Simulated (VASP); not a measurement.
# SnO2 (I4_1/amd) in VASP: further runs, part 2 of 2

VASP 6.6.1. The steps go on from the part before.

## (4) Single point, LDA

This run uses another cell than the first one, of the same volume but with other edges.

Contents of INCAR:

```
PREC = Accurate
ENCUT = 520
EDIFF = 1E-7
ISMEAR = 0
SIGMA = 0.05
LREAL = False
LASPH = True
NELM = 100
ALGO = Normal
ISIF = 2
LWAVE = False
LCHARG = False
GGA = CA
NBANDS = 35
```

Contents of KPOINTS:

```
regular mesh
0
Gamma
  10 10 10
```

Contents of POSCAR:

```
SnO2
1.0
   -1.9540733516      1.9540733516      5.2584566507
    1.9540733516     -1.9540733516      5.2584566507
    1.9540733516      1.9540733516     -5.2584566507
Sn O
2 4
Direct
    0.7500000000      0.2500000000      0.5000000000
    0.0000000000      0.0000000000      0.0000000000
    0.7969975836      0.7969975836      0.0000000000
    0.9530024164      0.4530024164      0.5000000000
    0.2030024164      0.2030024164      0.0000000000
    0.5469975836      0.0469975836      0.5000000000
```

Potentials or basis: VASP PAW LDA potentials, release 64 (Sn_d, O).

Command:

```sh
> cat potpaw_LDA.64/Sn_d/POTCAR potpaw_LDA.64/O/POTCAR > POTCAR
> mpirun -np 1 vasp_std > vasp.out
```

OUTCAR:

```text
PREC = Accurate
   ENCUT = 520
   EDIFF = 1E-7
   ISMEAR = 0
   LREAL = False
   LASPH = True
   NELM = 100
   ISIF = 2
   GGA = CA

 ion  position               nearest neighbor table
   1  0.750  0.250  0.500-   3 2.02   5 2.02   3 2.02   5 2.02   4 2.13   6 2.13   2 3.28   2 3.28
                             2 3.28   2 3.28
   2  0.000  0.000  0.000-   6 2.02   4 2.02   6 2.02   4 2.02   3 2.13   5 2.13   1 3.28   1 3.28
                             1 3.28   1 3.28
   3  0.797  0.797  0.000-   1 2.02   1 2.02   2 2.13
   4  0.953  0.453  0.500-   2 2.02   2 2.02   1 2.13
   5  0.203  0.203  0.000-   1 2.02   1 2.02   2 2.13
   6  0.547  0.047  0.500-   2 2.02   2 2.02   1 2.13

  LATTYP: Found a body centered tetragonal cell.
 ALAT       =     3.9081467032
 C/A-ratio  =     2.6910231627

  Lattice vectors:

 A1 = (  -1.9540733516,   1.9540733516,   5.2584566507)
 A2 = (   1.9540733516,  -1.9540733516,   5.2584566507)
 A3 = (   1.9540733516,   1.9540733516,  -5.2584566507)

Analysis of symmetry for initial positions (statically):
=====================================================================
 Subroutine PRICEL returns:
 Original cell was already a primitive cell.

 Routine SETGRP: Setting up the symmetry group for a
 body centered tetragonal supercell.

 Subroutine GETGRP returns: Found 16 space group operations
 (whereof  8 operations were pure point group operations)
 out of a pool of 16 trial point group operations.

The static configuration has the point symmetry D_2d.
 The point group associated with its full space group is D_4h.

Analysis of symmetry for dynamics (positions and initial velocities):
=====================================================================
 Subroutine PRICEL returns:
 Original cell was already a primitive cell.

 Routine SETGRP: Setting up the symmetry group for a
 body centered tetragonal supercell.
[... 129 lines left out ...]
   ISMEAR =     0;   SIGMA  =   0.05  broadening in eV -4-tet -1-fermi 0-gaus
   EFERMI_NEDOS =   21; number of points for ismear=-14 and -15
   IALGO  =     38    algorithm
   IMIX   =      4    mixing-type and parameters
     AMIX     =   0.40;   BMIX     =  1.00
     AMIX_MAG =   1.60;   BMIX_MAG =  1.00
  volume/ion in A,a.u.               =      13.39        90.33
  Fermi-wavevector in a.u.,A,eV,Ry     =   1.416259  2.676341 27.290414  2.005789
  Thomas-Fermi vector in A             =   2.537612
   LORBIT       =      0    0 simple, 1 ext, 2 COOP (PROOUT), +10 PAW based schemes
   GGA     = CA    functional components
   LHFCALC =     F    Hartree Fock is set to
   AEXX    =    0.0000 exact exchange contribution
   IVDW    =     0    specifies the selected vdW correction
   LEPSILON=     F    determine dielectric tensor
   LRPA    =     F    only Hartree local field effects (RPA)
 non-spin polarized calculation
 Gauss-broadening in eV      SIGMA  =   0.05
  energy-cutoff  :      520.00
  volume of cell :       80.32
 maximum number of plane-waves:      2188
 NGX is ok and might be reduce to    48

 number of electron      52.0000004 magnetization

 Free energy of the ion-electron system (eV)
  ---------------------------------------------------
  ext. energy  EPLUGINS =         0.00000000
  ---------------------------------------------------
  free energy    TOTEN  =       -41.65630650 eV

  energy without entropy =      -41.65630650  energy(sigma->0) =      -41.65630650

 E-fermi :   4.2636     XC(G=0): -10.9787

 val. band max:        3.9988964735   @ k =  -0.4000   0.4000   0.0000
 cond. band min:       5.6069886852   @ k =   0.0000   0.0000   0.0000
 fundamental gap:      1.6080922118
 Fermi energy:         4.2635711563

 k-point     1 :       0.0000    0.0000    0.0000
  band No.  band energies     occupation
      1     -16.3966      2.00000
      2     -16.2597      2.00000
      3     -16.2549      2.00000
      4     -15.5424      2.00000
      5     -15.4815      2.00000
      6     -15.4815      2.00000
[... 901 lines left out ...]
     34      15.0096      0.00000
     35      16.6024      0.00000

 [... further k-points ...]
[... 5 lines left out ...]
  --------------------------------------------------------------------------------------
  -------------------------------------------------------------------------------------
  Total        1.8269624      1.8269624     -3.0056572      0.0000000     -0.0000000      0.0000000
  in kB       36.4451873     36.4451873    -59.9583970      0.0000000     -0.0000000      0.0000000
  external PRESSURE =       4.3106592 kB  Pullay stress =       0.0000000 kB

 VOLUME and BASIS-vectors are now :
 -----------------------------------------------------------------------------
  energy-cutoff  :      520.00
  volume of cell :       80.32
      direct lattice vectors                 reciprocal lattice vectors
    -1.954073352  1.954073352  5.258456651     0.000000000  0.255875758  0.095084933
     1.954073352 -1.954073352  5.258456651     0.255875758  0.000000000  0.095084933
     1.954073352  1.954073352 -5.258456651     0.255875758  0.255875758  0.000000000

 POSITION                                       TOTAL-FORCE (eV/Angst)
 -----------------------------------------------------------------------------------
      0.00000      1.95407      2.62923        -0.000000     -0.000000     -0.000000
      0.00000      0.00000      0.00000        -0.000000     -0.000000     -0.000000
      0.00000      0.00000      8.38195         0.000000      0.000000      0.497259
      0.00000      1.95407      4.76419         0.000000      0.000000     -0.497259
      0.00000      0.00000      2.13496        -0.000000     -0.000000     -0.497259
      0.00000      1.95407      0.49427        -0.000000     -0.000000      0.497259
 -----------------------------------------------------------------------------------
    total drift:                                0.000000     -0.000000      0.000000

  FREE ENERGIE OF THE ION-ELECTRON SYSTEM (eV)
  ---------------------------------------------------
  free  energy   TOTEN  =       -41.6563064951 eV

  energy  without entropy=      -41.6563064951  energy(sigma->0) =      -41.65630650
```

OSZICAR:

```text
N       E                     dE             d eps       ncg     rms          rms(c)
DAV:   1     0.644746708266E+03    0.64475E+03   -0.25513E+04  7791   0.226E+03
DAV:   2     0.566204781539E+02   -0.58813E+03   -0.55476E+03  7802   0.607E+02
DAV:   3    -0.426899747741E+02   -0.99310E+02   -0.97625E+02  7745   0.210E+02
DAV:   4    -0.479897320947E+02   -0.52998E+01   -0.52618E+01  8896   0.534E+01
DAV:   5    -0.481339623318E+02   -0.14423E+00   -0.14399E+00  8863   0.920E+00    0.161E+01
DAV:   6    -0.417044730174E+02    0.64295E+01   -0.18445E+01 11603   0.679E+01    0.635E+00
DAV:   7    -0.417542982440E+02   -0.49825E-01   -0.22500E+00  7895   0.829E+00    0.328E+00
DAV:   8    -0.416739207409E+02    0.80378E-01   -0.27156E-01 11046   0.489E+00    0.787E-01
DAV:   9    -0.416560813825E+02    0.17839E-01   -0.50653E-02 11333   0.362E+00    0.146E-01
DAV:  10    -0.416563035009E+02   -0.22212E-03   -0.45884E-03 10327   0.649E-01    0.577E-02
DAV:  11    -0.416563040880E+02   -0.58706E-06   -0.37273E-04 11510   0.257E-01    0.194E-02
DAV:  12    -0.416563127687E+02   -0.86807E-05   -0.55169E-05  8354   0.505E-02    0.191E-02
DAV:  13    -0.416563062852E+02    0.64835E-05   -0.26078E-05 10711   0.695E-02    0.282E-03
DAV:  14    -0.416563064876E+02   -0.20239E-06   -0.31737E-06 10236   0.160E-02    0.244E-03
DAV:  15    -0.416563064951E+02   -0.74569E-08   -0.92589E-08  5627   0.215E-03
   1 F= -.41656306E+02 E0= -.41656306E+02  d E =-.151802E-15
```

Wall time 8.8 min (1 thread of Intel Xeon Platinum 8259CL at 2.50GHz (Skylake/Cascade Lake), shared host); peak memory 0.4 GiB.

What came out:

```yaml
Free_energy: -41.6563 eV
Pressure: 0.4 GPa
Largest_force: 0.497 eV/Å
Band_gap_on_the_k_mesh: 1.61 eV, indirect (least direct gap 2.00 eV)
```

Forces on the atoms (eV/Å):
```
Sn   0.000  0.000  0.000
Sn   0.000  0.000  0.000
O    0.000  0.000  0.497
O    0.000  0.000 -0.497
O    0.000  0.000 -0.497
O    0.000  0.000  0.497
```

Levels at points of the mesh, in eV from the valence-band top:
```tsv
k point	band 22	band 23	band 24	band 25	band 26	band 27	band 28	band 29	band 30	band 31
(0.00, 0.00, 0.00)	-0.91	-0.71	-0.71	-0.39	-0.39	1.61	5.48	8.88	8.96	9.36
(0.50, 0.00, 0.00)	-1.29	-0.79	-0.77	-0.61	-0.40	5.03	6.10	7.74	8.59	9.55
(0.50, 0.50, 0.00)	-0.97	-0.83	-0.83	-0.04	-0.04	7.45	7.45	7.63	7.63	8.68
(0.50, 0.50, 0.50)	-2.88	-1.05	-1.05	-0.28	-0.28	4.20	4.20	7.23	7.23	12.05
```

Caveat: spin-orbit coupling is left out, which moves the levels of the heavy elements.

## (5) Summary

| cell | gap on the mesh (eV) | pressure (GPa) | largest force (eV/Å) |
| --- | --- | --- | --- |
| a = 6.068 Å, angles 143.0, 143.0, 53.3°, 6 atoms | 1.52 | 1.2 | 0.90 |
| a = 5.714 Å, angles 138.7, 138.7, 59.8°, 6 atoms | 1.92 | 2.5 | 0.61 |
| a = 5.940 Å, angles 141.6, 141.6, 55.4°, 6 atoms | 1.61 | 0.4 | 0.50 |

Alike in all rows: task single point; level LDA; potentials or basis VASP PAW LDA potentials, release 64 (Sn_d, O); no spin polarisation; k mesh 10 × 10 × 10; cutoff (eV) 520; smearing gaussian 0.05 eV.

Caveats: spin-orbit coupling is left out, which moves the levels of the heavy elements.

Total energies depend on the potentials used, so only differences within one code and one set of settings carry meaning.
